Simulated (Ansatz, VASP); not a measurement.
## Cd in VASP and in Ansatz

```
Cd
1.0
     0.00000    3.05144    3.05144
     3.05144    0.00000    3.05144
     3.05144    3.05144    0.00000
Cd
2
Direct
  0.87500 0.87500 0.87500
  0.12500 0.12500 0.12500
```

Change from the starting cell: volume scaled by 0.76, PAW files.

Alike in both runs: task single point; functional PBE; k mesh 12 × 12 × 12; occupations fermi-dirac, width 0.08 eV; no spin polarisation.

|  | VASP | Ansatz |
| --- | --- | --- |
| version | VASP 6.6.1 | Ansatz 0.2.0 |
| potentials or method | VASP PAW PBE potentials, release 64 (Cd) | PAW with Ansatz's default frozen-core files, scalar-relativistic |
| plane-wave cutoff (eV) | 520 | 420 |
| valence electrons in the cell | 24 | 40 |

VASP gave:

* pressure (GPa): 9.7

Which values does Ansatz return?

Pressure (GPa): 9.2.

VASP's potentials hold 24 valence electrons a cell and Ansatz's 40, so a difference there can come from the potentials and not from the codes.
